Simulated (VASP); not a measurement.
# YS (Fm-3m) in VASP: further runs, part 2 of 2

VASP 6.6.1.

**6. Single point, LDA**

This run uses another cell than the first one, of 21.17 Å³/atom, 1.139 times its volume.

Input file INCAR:

```
  ALGO = Normal
  EDIFF = 1E-6
  ENCUT = 520
  GGA = CA
  ISIF = 2
  ISMEAR = 1
  LASPH = T
  LCHARG = F
  LREAL = F
  LWAVE = F
  NBANDS = 16
  NELM = 80
  PREC = Accurate
  SIGMA = 0.15
```

Input file KPOINTS:

```
k-points
0
Gamma
  7 7 7
```

Input file POSCAR:

```
YS
1.0
    0.0000000000      2.7663258217      2.7663258217
    2.7663258217      0.0000000000      2.7663258217
    2.7663258217      2.7663258217      0.0000000000
Y S
1 1
Direct
    0.5000000000      0.5000000000      0.5000000000
    0.0000000000      0.0000000000      0.0000000000
```

Potentials or basis: VASP PAW LDA potentials, release 64 (Y_sv, S).

The run is started by

```
$ cat potpaw_LDA.64/Y_sv/POTCAR potpaw_LDA.64/S/POTCAR > POTCAR
$ mpirun -np 1 vasp_std > vasp.out
```

OUTCAR:

```text
EDIFF = 1E-6
   ENCUT = 520
   GGA = CA
   ISIF = 2
   ISMEAR = 1
   LASPH = T
   LREAL = F
   NELM = 80
   PREC = Accurate

 ion  position               nearest neighbor table
   1  0.500  0.500  0.500-   2 2.77   2 2.77   2 2.77   2 2.77   2 2.77   2 2.77
   2  0.000  0.000  0.000-   1 2.77   1 2.77   1 2.77   1 2.77   1 2.77   1 2.77

  LATTYP: Found a face centered cubic cell.
 ALAT       =     5.5326516434

  Lattice vectors:

 A1 = (   0.0000000000,   2.7663258217,   2.7663258217)
 A2 = (   2.7663258217,   0.0000000000,   2.7663258217)
 A3 = (   2.7663258217,   2.7663258217,   0.0000000000)

Analysis of symmetry for initial positions (statically):
=====================================================================
 Subroutine PRICEL returns:
 Original cell was already a primitive cell.

 Routine SETGRP: Setting up the symmetry group for a
 face centered cubic supercell.

 Subroutine GETGRP returns: Found 48 space group operations
 (whereof 48 operations were pure point group operations)
 out of a pool of 48 trial point group operations.

The static configuration has the point symmetry O_h .
[... 154 lines left out ...]

  energy without entropy =      -15.98262547  energy(sigma->0) =      -15.98324286

 E-fermi :   6.6312     XC(G=0): -10.6751

 val. band max:        6.4744431420   @ k =   0.1429   0.0000   0.0000
 cond. band min:       6.6707530174   @ k =   0.1429   0.0000   0.0000
 fundamental gap:      0.1963098754
 Fermi energy:         6.6311702904

 k-point     1 :       0.0000    0.0000    0.0000
  band No.  band energies     occupation
      1     -36.7039      2.00000
      2     -16.7624      2.00000
      3     -16.7624      2.00000
      4     -16.7624      2.00000
      5      -8.4554      2.00000
      6       3.1148      2.00000
[... 357 lines left out ...]
      3     -16.9816      2.00000
      4     -16.8711      2.00000
      5      -7.5533      2.00000
      6       0.8614      2.00000
[... 8 lines left out ...]
     15      14.0768      0.00000
     16      14.3814      0.00000

------------------------ aborting loop because EDIFF is reached ----------------------------------------

  FORCE on cell =-STRESS in cart. coord.  units (eV):
  Direction    XX          YY          ZZ          XY          YZ          ZX
  --------------------------------------------------------------------------------------
  -------------------------------------------------------------------------------------
  Total       -1.5777652     -1.5777652     -1.5777652      0.0000000      0.0000000     -0.0000000
  in kB      -59.7053107    -59.7053107    -59.7053107      0.0000000      0.0000000     -0.0000000
  external PRESSURE =     -59.7053107 kB  Pullay stress =       0.0000000 kB

 VOLUME and BASIS-vectors are now :
 -----------------------------------------------------------------------------
  energy-cutoff  :      520.00
  volume of cell :       42.34
      direct lattice vectors                 reciprocal lattice vectors
     0.000000000  2.766325822  2.766325822    -0.180745159  0.180745159  0.180745159
     2.766325822  0.000000000  2.766325822     0.180745159 -0.180745159  0.180745159
     2.766325822  2.766325822  0.000000000     0.180745159  0.180745159 -0.180745159

 POSITION                                       TOTAL-FORCE (eV/Angst)
 -----------------------------------------------------------------------------------
      2.76633      2.76633      2.76633         0.000000      0.000000      0.000000
      0.00000      0.00000      0.00000         0.000000      0.000000      0.000000
 -----------------------------------------------------------------------------------
    total drift:                                0.000000     -0.000000      0.000000

  FREE ENERGIE OF THE ION-ELECTRON SYSTEM (eV)
  ---------------------------------------------------
  free  energy   TOTEN  =       -15.9835515619 eV

  energy  without entropy=      -15.9826254700  energy(sigma->0) =      -15.98324286
```

OSZICAR:

```text
N       E                     dE             d eps       ncg     rms          rms(c)
DAV:   1     0.544374212902E+02    0.54437E+02   -0.76360E+03   640   0.948E+02
DAV:   2    -0.134521372958E+02   -0.67890E+02   -0.64136E+02   888   0.206E+02
DAV:   3    -0.167313509433E+02   -0.32792E+01   -0.32570E+01   936   0.336E+01
DAV:   4    -0.168038826560E+02   -0.72532E-01   -0.72514E-01   768   0.469E+00
DAV:   5    -0.168058496742E+02   -0.19670E-02   -0.19670E-02   888   0.663E-01    0.255E+01
DAV:   6    -0.160576275174E+02    0.74822E+00   -0.10117E+00   728   0.629E+00    0.191E+01
DAV:   7    -0.159941072401E+02    0.63520E-01   -0.35952E-01   952   0.371E+00    0.645E+00
DAV:   8    -0.159844108046E+02    0.96964E-02   -0.73045E-02   744   0.163E+00    0.506E-01
DAV:   9    -0.159837227373E+02    0.68807E-03   -0.57718E-03   792   0.486E-01    0.220E-01
DAV:  10    -0.159835616299E+02    0.16111E-03   -0.37566E-04   776   0.159E-01    0.141E-01
DAV:  11    -0.159835565832E+02    0.50467E-05   -0.17232E-04   880   0.891E-02    0.104E-01
DAV:  12    -0.159835517458E+02    0.48374E-05   -0.30688E-05   752   0.404E-02    0.362E-02
DAV:  13    -0.159835515619E+02    0.18391E-06   -0.14931E-06   584   0.951E-03
   1 F= -.15983552E+02 E0= -.15983243E+02  d E =-.926092E-03
```

It took 16 s on 1 thread of Intel Xeon Platinum 8488C (Sapphire Rapids), shared host; peak memory 0.16 GiB.

What came out:

```yaml
Free_energy: -15.9836 eV
Pressure: -6.0 GPa
```

**7. Overview**

| cell | gap on the mesh (eV) | pressure (GPa) |
| --- | --- | --- |
| a = 3.746 Å, angles 60.0°, 2 atoms | none | 8.6 |
| a = 3.781 Å, angles 60.0°, 2 atoms | none | 4.8 |
| a = 3.847 Å, angles 60.0°, 2 atoms | none | -1.3 |
| a = 3.880 Å, angles 60.0°, 2 atoms | none | -3.8 |
| a = 3.912 Å, angles 60.0°, 2 atoms | none | -6.0 |

Alike in all rows: task single point; level LDA; potentials or basis VASP PAW LDA potentials, release 64 (Y_sv, S); no spin polarisation; k mesh 7 × 7 × 7; cutoff (eV) 520; smearing methfessel-paxton 0.15 eV.

Total energies depend on the potentials used, so only differences within one code and one set of settings carry meaning.
